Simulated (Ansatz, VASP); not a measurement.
Two plane-wave programs on GaSb

```
Ga Sb
1.0
    -1.74846    2.67824    2.97569
     1.74846   -2.67824    2.97569
     1.74846    2.67824   -2.97569
Ga Sb
1 1
Direct
  0.00000 0.00000 0.00000
  0.50000 0.50000 0.00000
```

Change from the starting cell: volume 27.869 Å^3 an atom, stretch along a over the lengths across it, relative to the relaxed cell 1.0549.

Alike in both runs: task single point; functional PBE; k mesh 18 × 18 × 18; occupations gaussian, width 0.15 eV; no spin polarisation.

|  | VASP | Ansatz |
| --- | --- | --- |
| version | VASP 6.6.1 | Ansatz 0.2.0 |
| potentials or method | VASP PAW PBE potentials, release 64 (Ga_d, Sb), cutoff 520 eV | scalar-relativistic, plane waves, PAW |
| valence electrons in the cell | 18 | 28 |

VASP gave:

* gap on the k mesh at the Fermi level (eV): none
* pressure (GPa): -5.4
* traceless stress, the component that is largest in VASP (GPa): -0.87

Task: Estimate Ansatz's values.

Result: gap on the k mesh at the Fermi level (eV): none; pressure (GPa): -5.4; traceless stress, the component that is largest in VASP (GPa): -0.85.

A gap of «none» marks a metal or a gap that the smearing closes. VASP's potentials hold 18 valence electrons a cell and Ansatz's 28, so a difference there can come from the potentials and not from the codes.

Neither program's run includes spin-orbit coupling.
